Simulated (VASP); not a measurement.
# Al8N in VASP: further runs, part 2 of 2

VASP 6.6.1.

### 5 Single point, PBE

Contents of INCAR:

```
ALGO = Normal
DIPOL = 0.5 0.5 0.399
EDIFF = 1E-7
ENCUT = 520
GGA = PE
IDIPOL = 3
ISIF = 2
ISMEAR = 0
LASPH = True
LCHARG = False
LDIPOL = True
LREAL = False
LWAVE = False
NBANDS = 24
NELM = 100
PREC = Accurate
SIGMA = 0.1
```

Contents of KPOINTS:

```
k-points
0
Gamma
  9 9 1
```

Contents of POSCAR:

```
Al8N
1.0
    2.8543223330      0.0000000000      0.0000000000
   -1.4271611665      2.4719156510      0.0000000000
    0.0000000000      0.0000000000     33.4760593533
Al N
8 1
Direct
    0.3333333333      0.6666666667      0.1194883770
    0.0000000000      0.0000000000      0.1895622803
    0.6666666667      0.3333333333      0.2596361837
    0.0000000000      0.0000000000      0.3297100869
    0.3333333333      0.6666666667      0.3992195594
    0.0000000000      0.0000000000      0.4696536480
    0.6666666667      0.3333333333      0.5400996810
    0.0000000000      0.0000000000      0.6116627748
    0.5555555556     -0.5555555556      0.6734980099
```

Potentials or basis: VASP PAW PBE potentials, release 64 (Al, N).

The run is started by

```
> cat potpaw_PBE.64/Al/POTCAR potpaw_PBE.64/N/POTCAR > POTCAR
> mpirun -np 1 vasp_std > vasp.out
```

OUTCAR:

```text
EDIFF = 1E-7
   ENCUT = 520
   GGA = PE
   ISIF = 2
   ISMEAR = 0
   LASPH = True
   LREAL = False
   NELM = 100
   PREC = Accurate

 ion  position               nearest neighbor table
   1  0.333  0.667  0.119-   2 2.87   2 2.87   2 2.87
   2  0.000  0.000  0.190-   1 2.87   1 2.87   1 2.87   3 2.87   3 2.87   3 2.87
   3  0.667  0.333  0.260-   4 2.87   4 2.87   4 2.87   2 2.87   2 2.87   2 2.87
   4  0.000  0.000  0.330-   5 2.85   5 2.85   5 2.85   3 2.87   3 2.87   3 2.87
   5  0.333  0.667  0.399-   4 2.85   4 2.85   4 2.85   6 2.88   6 2.88   6 2.88
   6  0.000  0.000  0.470-   5 2.88   5 2.88   5 2.88   7 2.88   7 2.88   7 2.88
   7  0.667  0.333  0.540-   6 2.88   6 2.88   6 2.88   8 2.91   8 2.91   8 2.91
   8  0.000  0.000  0.612-   9 2.53   9 2.53   7 2.91   7 2.91   7 2.91
   9  0.556  0.444  0.673-   8 2.53   8 2.53

  LATTYP: Found a hexagonal cell.
 ALAT       =     2.8543223330
 C/A-ratio  =    11.7281986573

  Lattice vectors:

 A1 = (   2.8543223330,   0.0000000000,   0.0000000000)
 A2 = (  -1.4271611665,   2.4719156510,   0.0000000000)
 A3 = (   0.0000000000,   0.0000000000,  33.4760593533)

[... 843 lines left out ...]
     24       4.0313      0.00000

 [... further k-points ...]

------------------------ aborting loop because EDIFF is reached ----------------------------------------

 vacuum level on the upper side and lower side of the slab       (xc-potential included)         1.810        -1.847

  FORCE on cell =-STRESS in cart. coord.  units (eV):
  Direction    XX          YY          ZZ          XY          YZ          ZX
  --------------------------------------------------------------------------------------
  -------------------------------------------------------------------------------------
  Total       -3.4279604     -3.8892403     -5.1197561     -0.3994801      0.2246246     -0.3890611
  in kB      -23.2528071    -26.3817963    -34.7287270     -2.7097841      1.5236908     -2.6391097
  external PRESSURE =     -28.1211102 kB  Pullay stress =       0.0000000 kB

 VOLUME and BASIS-vectors are now :
 -----------------------------------------------------------------------------
  energy-cutoff  :      520.00
  volume of cell :      236.20
      direct lattice vectors                 reciprocal lattice vectors
     2.854322333  0.000000000  0.000000000     0.350345856  0.202272274  0.000000000
    -1.427161166  2.471915651  0.000000000     0.000000000  0.404544548  0.000000000
     0.000000000  0.000000000 33.476059353     0.000000000  0.000000000  0.029872094

 POSITION                                       TOTAL-FORCE (eV/Angst)
 -----------------------------------------------------------------------------------
     -0.00000      1.64794      4.00000        -0.001742      0.001006     -0.109374
      0.00000      0.00000      6.34580         0.000768     -0.000443      0.041467
      1.42716      0.82397      8.69160        -0.002215      0.001279      0.013367
      0.00000      0.00000     11.03739         0.003285     -0.001897     -0.028718
     -0.00000      1.64794     13.36430        -0.006169      0.003561      0.184735
      0.00000      0.00000     15.72215        -0.008444      0.004875     -0.153445
      1.42716      0.82397     18.08041         0.082542     -0.047656      0.130027
      0.00000      0.00000     20.47606         0.071100     -0.041050      2.601538
      0.95144      1.09863     22.54606        -0.139126      0.080325     -2.679598
 -----------------------------------------------------------------------------------
    total drift:                                0.000164     -0.000094     -0.000400

  FREE ENERGIE OF THE ION-ELECTRON SYSTEM (eV)
  ---------------------------------------------------
  free  energy   TOTEN  =       -33.3137463580 eV

  energy  without entropy=      -33.2882233529  energy(sigma->0) =      -33.30098486

 vacuum level on the upper side and lower side of the slab         9.935         6.219
```

OSZICAR:

```text
N       E                     dE             d eps       ncg     rms          rms(c)
[... 28 lines left out ...]
DAV:  29    -0.333137473951E+02    0.45684E-06   -0.12018E-06  1248   0.316E-03    0.331E-03
DAV:  30    -0.333137468628E+02    0.53234E-06   -0.51340E-07  1296   0.235E-03    0.277E-03
DAV:  31    -0.333137467509E+02    0.11187E-06   -0.69385E-08  1016   0.123E-03    0.260E-03
DAV:  32    -0.333137463160E+02    0.43489E-06   -0.15267E-06  1256   0.391E-03    0.217E-03
DAV:  33    -0.333137460581E+02    0.25792E-06   -0.11483E-07  1136   0.131E-03    0.249E-03
DAV:  34    -0.333137461625E+02   -0.10441E-06   -0.30512E-08   880   0.735E-04    0.208E-03
DAV:  35    -0.333137462643E+02   -0.10180E-06   -0.35687E-08  1032   0.688E-04    0.159E-03
DAV:  36    -0.333137463580E+02   -0.93650E-07   -0.24559E-08   904   0.586E-04
   1 F= -.33313746E+02 E0= -.33300985E+02  d E =-.255230E-01
```

Run time: 5.9 min. Hardware: 1 thread of AMD EPYC 7R43 (Zen 3), shared host; peak memory 0.38 GiB.

Results:

| Property | Result |
| --- | --- |
| Free energy | -33.3137 eV |
| Largest force | 2.684 eV/Å |

Forces in eV/Å, atoms in the order of the input:
```
Al  -0.002  0.001 -0.109
Al   0.001  0.000  0.041
Al  -0.002  0.001  0.013
Al   0.003 -0.002 -0.029
Al  -0.006  0.004  0.185
Al  -0.008  0.005 -0.153
Al   0.083 -0.048  0.130
Al   0.071 -0.041  2.602
N   -0.139  0.080 -2.680
```

### 6 Single point, PBE

Contents of INCAR:

```
SYSTEM = Al8N
ALGO = Normal
DIPOL = 0.5 0.5 0.402
EDIFF = 1E-7
ENCUT = 520
GGA = PE
IDIPOL = 3
ISIF = 2
ISMEAR = 0
LASPH = .TRUE.
LCHARG = .TRUE.
LDIPOL = .TRUE.
LELF = .TRUE.
LREAL = .FALSE.
LVACPOTAV = .TRUE.
LVHAR = .TRUE.
LWAVE = .FALSE.
NBANDS = 24
NELM = 80
PREC = Accurate
SIGMA = 0.1
```

Contents of KPOINTS:

```
k-points
0
G
  9 9 1
  0 0 0
```

POSCAR: that of step 5 with these lines changed.

```diff
@@ -16,2 +16,2 @@
     0.0000000000      0.0000000000      0.6116627748
-    0.5555555556     -0.5555555556      0.6734980099
+    0.5555555556     -0.5555555556      0.7003828947
```

Potentials or basis: VASP PAW PBE potentials, release 64 (Al, N).

The run is started by

```
> cat potpaw_PBE.64/Al/POTCAR potpaw_PBE.64/N/POTCAR > POTCAR
> mpirun -np 1 vasp_std > vasp.out
```

Wall time 6.6 min (1 thread of AMD EPYC 7R43 (Zen 3), shared host); peak memory 0.37 GiB.

Results (log left out):

| Item | Value |
| --- | --- |
| Free energy | -31.6497 eV |
| Largest force | 1.075 eV/Å |

Forces on the atoms (eV/Å):
```
Al  -0.003  0.002 -0.083
Al   0.002 -0.001  0.048
Al  -0.001  0.001 -0.014
Al   0.001  0.000 -0.081
Al  -0.005  0.003  0.197
Al  -0.004  0.002 -0.081
Al   0.024 -0.014 -0.046
Al   0.022 -0.013  1.075
N   -0.035  0.020 -1.014
```

Levels at points of the mesh, in eV from the Fermi level:
```
           k point  band 11  band 12  band 13  band 14  band 15  band 16  band 17  band 18
(0.00, 0.00, 0.00)    -2.43    -1.23    -0.23     1.31     1.48     1.49     2.88     4.03
```
